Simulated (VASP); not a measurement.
A run of VASP 6.6.1 is set up as follows.

File INCAR:

```
SYSTEM = Si
PREC = Accurate
ENCUT = 500
EDIFF = 1E-6
ISMEAR = 0
SIGMA = 0.02
LREAL = .False.
LASPH = .True.
NELM = 120
ALGO = Normal
ISIF = 2
LWAVE = .False.
LCHARG = .False.
GGA = PS
NBANDS = 11
GGA_COMPAT = .False.
```

File KPOINTS:

```
Automatic mesh
0
Gamma
  10 10 10
  0 0 0
```

The input POSCAR:

```
Si
1.0
    0.0000000000      2.7176466806      2.7176466806
    2.7176466806      0.0000000000      2.7176466806
    2.7176466806      2.7176466806      0.0000000000
Si
2
Direct
    0.0000000000      0.0000000000      0.0000000000
    0.2500000000      0.2500000000      0.2500000000
```

Potentials or basis: VASP PAW PBE potentials, release 64 (Si).

Launch:

```bash
$ cat potpaw_PBE.64/Si/POTCAR > POTCAR
$ mpirun -np 1 vasp_std > vasp.out
```

(1) Predict the pressure.

(2) Estimate the band gap on the k mesh.

Results:

(1) 0.0 GPa.

(2) 0.47 eV, indirect (least direct gap 2.52 eV).

Caveat: the PAW data sets were made with another functional, which shifts forces and pressure a little.
